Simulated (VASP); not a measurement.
The system is FeS2.

```
CELL_PARAMETERS angstrom
4.42562 0.00000 0.00000
0.00000 5.39653 0.00000
0.00000 0.00000 3.37770
ATOMIC_POSITIONS crystal
Fe 0.50000 0.50000 0.50000
Fe 0.00000 0.00000 0.00000
S 0.29959 0.87818 0.50000
S 0.70041 0.12182 0.50000
S 0.20041 0.37818 0.00000
S 0.79959 0.62182 0.00000
```

| Property | Result |
| --- | --- |
| Program | VASP 6.6.1 |
| Task | relaxation of cell and atoms |
| Functional | PBE |
| Potentials or basis | VASP PAW PBE potentials, release 64 (Fe, S) |
| Cutoff | 600 eV |
| k mesh | 4 × 4 × 6 |
| Occupations | gaussian, width 0.1 eV |
| Spin | no spin polarisation |

At the start: pressure 1.3 GPa; volume 13.44 Å³/atom.

Q: Where does the relaxation end?

A: Over 4 steps the energy falls by 2.7 meV/atom and the volume is 13.56 Å³/atom (+0.9 %); space group Pnnm (No. 58, to 0.05 Å).

The path:
```csv
step,energy change (eV),largest force (eV/Å),pressure (GPa),volume (Å³)
1,0.0000,0.2913,1.30,80.67
2,-0.0120,0.1156,-1.04,81.95
3,-0.0121,0.1286,-0.86,81.84
4,-0.0163,0.0155,0.09,81.38
```

Final structure:
```
Fe S
1.0
     4.44195    0.00000    0.00000
     0.00000    5.41109    0.00000
     0.00000    0.00000    3.38572
Fe S
2 4
Direct
  0.50000 0.50000 0.50000
  0.00000 0.00000 0.00000
  0.29508 0.87603 0.50000
  0.70492 0.12397 0.50000
  0.20492 0.37603 0.00000
  0.79508 0.62397 0.00000
```
